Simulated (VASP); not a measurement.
# SiC (Imm2) in VASP: single point with PBE

Aim: the single point of SiC with PBE.

All numbers are computed with VASP 6.6.1; they aren't measurements. Logs are shortened: lines on timing, memory, paths and dates and some standing lists are left out, and cuts for length are marked.

## 1. The cell of the first run

Symmetry: Imm2, No. 44, orthorhombic system. The conventional cell has a = 3.082 Å, b = 3.082 Å, c = 4.358 Å, α = 90.00°, β = 90.00°, γ = 90.00°. Si (site symmetry mm2) has 4 C at 1.86 to 1.91 Å within 2.5 Å. C (site symmetry mm2) has 4 Si at 1.86 to 1.91 Å within 2.5 Å.

## 2. Single point, PBE

Contents of INCAR:

```
ALGO = Normal ; EDIFF = 1E-6
ENCUT = 600 ; GGA = PE
GGA_COMPAT = F ; ISIF = 2
ISMEAR = 0 ; LASPH = T
LCHARG = F ; LREAL = F
LWAVE = F ; NBANDS = 11
NELM = 120 ; PREC = Accurate
SIGMA = 0.01
```

Contents of KPOINTS:

```
k-points
0
Gamma
  4 4 4
```

Contents of POSCAR:

```
SiC
1.0
    0.0000000000      2.1790000000      2.1790000000
    2.1790000000      0.0000000000      2.1790000000
    2.1790000000      2.1790000000      0.0000000000
Si C
1 1
Direct
   -0.0091785223      0.0091785223      0.0091785223
    0.2500000000      0.2500000000      0.2500000000
```

Potentials or basis: VASP PAW PBE potentials, release 64 (Si, C).

Run with:

```bash
$ cat potpaw_PBE.64/Si/POTCAR potpaw_PBE.64/C/POTCAR > POTCAR
$ mpirun -np 1 vasp_std > vasp.out
```

OUTCAR:

```text
EDIFF = 1E-6
   ENCUT = 600
   GGA = PE
   ISIF = 2
   ISMEAR = 0
   LASPH = T
   LREAL = F
   NELM = 120
   PREC = Accurate

 ion  position               nearest neighbor table
   1  0.991  0.009  0.009-   2 1.86   2 1.86   2 1.91   2 1.91
   2  0.250  0.250  0.250-   1 1.86   1 1.86   1 1.91   1 1.91

  LATTYP: Found a face centered cubic cell.
 ALAT       =     4.3580000000

  Lattice vectors:

 A1 = (   0.0000000000,   2.1790000000,   2.1790000000)
 A2 = (   2.1790000000,   0.0000000000,   2.1790000000)
 A3 = (   2.1790000000,   2.1790000000,   0.0000000000)

Analysis of symmetry for initial positions (statically):
=====================================================================
 Subroutine PRICEL returns:
 Original cell was already a primitive cell.

 Routine SETGRP: Setting up the symmetry group for a
 face centered cubic supercell.

 Subroutine GETGRP returns: Found  4 space group operations
 (whereof  4 operations were pure point group operations)
 out of a pool of 48 trial point group operations.

The static configuration has the point symmetry C_2v.

Analysis of symmetry for dynamics (positions and initial velocities):
=====================================================================
 Subroutine PRICEL returns:
 Original cell was already a primitive cell.

 Routine SETGRP: Setting up the symmetry group for a
 face centered cubic supercell.

 Subroutine GETGRP returns: Found  4 space group operations
 (whereof  4 operations were pure point group operations)
 out of a pool of 48 trial point group operations.

The dynamic configuration has the point symmetry C_2v.

 Subroutine INISYM returns: Found  4 space group operations
 (whereof  4 operations are pure point group operations),
 and found     1 'primitive' translations

----------------------------------------------------------------------------------------

                                     Primitive cell

  volume of cell :      20.6920

  direct lattice vectors                    reciprocal lattice vectors
     0.000000000  2.179000000  2.179000000    -0.229463056  0.229463056  0.229463056
     2.179000000  0.000000000  2.179000000     0.229463056 -0.229463056  0.229463056
     2.179000000  2.179000000  0.000000000     0.229463056  0.229463056 -0.229463056

  length of vectors
     3.081571352  3.081571352  3.081571352     0.397441672  0.397441672  0.397441672

  position of ions in fractional coordinates (direct lattice)
     0.990821478  0.009178522  0.009178522
     0.250000000  0.250000000  0.250000000
[... 78 lines left out ...]
   POTIM  = 0.5000    time-step for ionic-motion
   TEBEG  =    0.0;   TEEND  =   0.0 temperature during run
   PSTRESS=    0.0 pullay stress
   NELECT =       8.0000    total number of electrons
   NUPDOWN=      -1.0000    fix difference up-down
   EMIN   =  10.00;   EMAX   =-10.00  energy-range for DOS
   EFERMI =   0.00;   METHOD = LEGACY
   ISMEAR =     0;   SIGMA  =   0.01  broadening in eV -4-tet -1-fermi 0-gaus
   EFERMI_NEDOS =   21; number of points for ismear=-14 and -15
   IALGO  =     38    algorithm
   IMIX   =      4    mixing-type and parameters
     AMIX     =   0.40;   BMIX     =  1.00
     AMIX_MAG =   1.60;   BMIX_MAG =  1.00
  volume/ion in A,a.u.               =      10.35        69.82
  Fermi-wavevector in a.u.,A,eV,Ry     =   1.192626  2.253736 19.352338  1.422357
  Thomas-Fermi vector in A             =   2.328660
   LORBIT       =      0    0 simple, 1 ext, 2 COOP (PROOUT), +10 PAW based schemes
   GGA     = PE    functional components
   LHFCALC =     F    Hartree Fock is set to
   AEXX    =    0.0000 exact exchange contribution
   IVDW    =     0    specifies the selected vdW correction
   LEPSILON=     F    determine dielectric tensor
   LRPA    =     F    only Hartree local field effects (RPA)
 non-spin polarized calculation
 Gauss-broadening in eV      SIGMA  =   0.01
  energy-cutoff  :      600.00
  volume of cell :       20.69
 maximum number of plane-waves:       701
 NGX is ok and might be reduce to    28
   NGX = 13   NGY = 13   NGZ = 13

 number of electron       8.0000000 magnetization

 Free energy of the ion-electron system (eV)
  ---------------------------------------------------
  ext. energy  EPLUGINS =         0.00000000
  ---------------------------------------------------
  free energy    TOTEN  =       -14.91789995 eV

  energy without entropy =      -14.91789995  energy(sigma->0) =      -14.91789995

 E-fermi :   8.4074     XC(G=0): -11.3406

 val. band max:        8.3493913569   @ k =   0.0000   0.0000   0.0000
 cond. band min:       9.4699008293   @ k =   0.5000   0.5000   0.0000
 fundamental gap:      1.1205094724
 Fermi energy:         8.4074411514

 k-point     1 :       0.0000    0.0000    0.0000
  band No.  band energies     occupation
      1      -7.2661      2.00000
      2       7.9690      2.00000
      3       8.1676      2.00000
      4       8.3494      2.00000
      5      14.3803      0.00000
      6      15.3467      0.00000
      7      15.4205      0.00000
      8      15.5083      0.00000
      9      22.6184      0.00000
     10      22.6192      0.00000
     11      24.5949      0.00000
[... 225 lines left out ...]
 k-point    18 :       0.5000    0.2500   -0.2500
  band No.  band energies     occupation
      1      -1.9984      2.00000
      2       1.1061      2.00000
      3       3.1595      2.00000
      4       3.4513      2.00000
      5      13.3438      0.00000
      6      17.4926      0.00000
      7      17.5698      0.00000
      8      17.9959      0.00000
      9      22.3751      0.00000
     10      25.5838      0.00000
     11      29.1966      0.00000

------------------------ aborting loop because EDIFF is reached ----------------------------------------

  FORCE on cell =-STRESS in cart. coord.  units (eV):
  Direction    XX          YY          ZZ          XY          YZ          ZX
  --------------------------------------------------------------------------------------
  -------------------------------------------------------------------------------------
  Total        0.4487544      0.4851795      0.4851795      0.0000000      0.3105505      0.0000000
  in kB       34.7470208     37.5674180     37.5674180      0.0000000     24.0459084      0.0000000
  external PRESSURE =      36.6272856 kB  Pullay stress =       0.0000000 kB

 VOLUME and BASIS-vectors are now :
 -----------------------------------------------------------------------------
  energy-cutoff  :      600.00
  volume of cell :       20.69
      direct lattice vectors                 reciprocal lattice vectors
     0.000000000  2.179000000  2.179000000    -0.229463056  0.229463056  0.229463056
     2.179000000  0.000000000  2.179000000     0.229463056 -0.229463056  0.229463056
     2.179000000  2.179000000  0.000000000     0.229463056  0.229463056 -0.229463056

 POSITION                                       TOTAL-FORCE (eV/Angst)
 -----------------------------------------------------------------------------------
      0.04000      2.17900      2.17900        -0.771679      0.000000      0.000000
      1.08950      1.08950      1.08950         0.771679     -0.000000     -0.000000
 -----------------------------------------------------------------------------------
    total drift:                                0.000076     -0.000000     -0.000000

  FREE ENERGIE OF THE ION-ELECTRON SYSTEM (eV)
  ---------------------------------------------------
  free  energy   TOTEN  =       -14.9178999486 eV

  energy  without entropy=      -14.9178999486  energy(sigma->0) =      -14.91789995
```

stdout:

```text
POSCAR found type information on POSCAR SiC
 POSCAR found :  2 types and       2 ions
 scaLAPACK will be used
 LDA part: xc-table for (Slater+PW92), standard interpolation
 POSCAR, INCAR and KPOINTS ok, starting setup
 FFT: planning ... GRIDC
 FFT: planning ... GRID_SOFT
 FFT: planning ... GRID
 WAVECAR not read
 entering main loop
```

It took 4.4 s on 1 thread of Intel Xeon 6975P-C (Granite Rapids), shared host; peak memory 0.15 GiB.

Results:

* Free energy: -14.9179 eV
* Pressure: 3.7 GPa
* Largest force: 0.772 eV/Å
* Band gap on the k mesh: 1.12 eV, indirect (least direct gap 4.41 eV)

Forces in eV/Å, atoms in the order of the input:
```
Si  -0.772  0.000  0.000
C    0.772  0.000  0.000
```

Levels at points of the mesh, in eV from the valence-band top:
| k point | band 2 | band 3 | band 4 | band 5 | band 6 | band 7 |
| --- | --- | --- | --- | --- | --- | --- |
| (0.00, 0.00, 0.00) | -0.38 | -0.18 | 0.00 | 6.03 | 7.00 | 7.07 |
| (0.50, 0.00, 0.00) | -8.83 | -1.32 | -1.08 | 5.21 | 6.88 | 7.18 |
| (0.00, 0.50, 0.00) | -8.67 | -1.41 | -1.15 | 5.21 | 6.81 | 7.10 |
| (0.50, 0.50, 0.00) | -8.02 | -3.38 | -3.38 | 1.12 | 4.08 | 13.82 |
| (0.00, 0.50, 0.50) | -8.01 | -3.49 | -3.29 | 1.12 | 4.10 | 13.82 |

Caveat: the k points lie up to 0.62 Å⁻¹ apart. A hybrid or GW would open this gap; PBE tends to underestimate it.
